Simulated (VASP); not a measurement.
Input of a VASP 6.6.1 run:

File INCAR:

```
PREC = Accurate
ENCUT = 520
EDIFF = 1E-6
ISMEAR = -1
SIGMA = 0.05
LREAL = F
LASPH = T
NELM = 60
ALGO = Normal
ISIF = 2
LWAVE = F
LCHARG = F
GGA = PE
IVDW = 12
NBANDS = 96
```

KPOINTS

```
regular mesh
0
Gamma
  4 4 1
```

File POSCAR:

```
Tc12Au
1.0
    5.4800000000      0.0000000000      0.0000000000
    2.7400000000      4.7458190000      0.0000000000
    0.0000000000      0.0000000000     15.3949600000
Tc Au
12 1
Direct
    0.0000000000      0.0000000000      0.0649563234
    0.5000000000      0.0000000000      0.0649563234
   -0.0000000527      0.5000001054      0.0649563234
    0.4999999473      0.5000001054      0.0649563234
   -0.1662156732      0.3324313464      0.2002535895
    0.3322131544      0.3355736913      0.2026081263
   -0.1693113788      0.8359147283      0.2018445647
    0.3333968329      0.8359147283      0.2018445647
    0.0006220212     -0.0012440424      0.3399036438
    0.4953986867      0.0092026266      0.3406016644
   -0.0136106670      0.5081443266      0.3387498896
    0.5054663403      0.5081443266      0.3387499545
    0.3039429022      0.3921141957      0.4814704942
```

Potentials or basis: VASP PAW PBE potentials, release 64 (Tc_pv, Au).

The run is started by

```console
$ cat potpaw_PBE.64/Tc_pv/POTCAR potpaw_PBE.64/Au/POTCAR > POTCAR
$ mpirun -np 1 vasp_std > vasp.out
```

(1) Estimate the largest force.

(2) Estimate the band gap on the k mesh.

Results:

(1) 0.168 eV/Å.

(2) zero (an odd number of electrons rules out a gap without spin polarisation).

Caveat: spin-orbit coupling is left out, which moves the levels of the heavy elements.
